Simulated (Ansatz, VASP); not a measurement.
## Cs in VASP and in Ansatz

```
Cs
1.0
    -3.07716    3.07716    3.07716
     3.07716   -3.07716    3.07716
     3.07716    3.07716   -3.07716
Cs
1
Direct
  0.00000 0.00000 0.00000
```

Alike in both runs: task relaxation of cell and atoms; functional PBE; k mesh 10 × 10 × 10; occupations fermi-dirac, width 0.05 eV; no spin polarisation.

|  | VASP | Ansatz |
| --- | --- | --- |
| version | VASP 6.6.1 | Ansatz 0.2.0 |
| potentials or method | VASP PAW PBE potentials, release 64 (Cs_sv), cutoff 600 eV | all-electron LAPW, scalar-relativistic |

|  | VASP | Ansatz | Ansatz less VASP |
| --- | --- | --- | --- |
| relaxed volume (Å³/atom) | 116.55 | 116.55 | 0.000 |
| relaxed length of the cell vector where the two differ most in proportion (Å) | 5.330 | 5.330 | 0.0000 |

Ansatz ran all-electron here, and VASP with PAW potentials.

Spin-orbit coupling is off throughout. Noted on VASP's run: the relaxation stopped at its first step, so nothing moved.
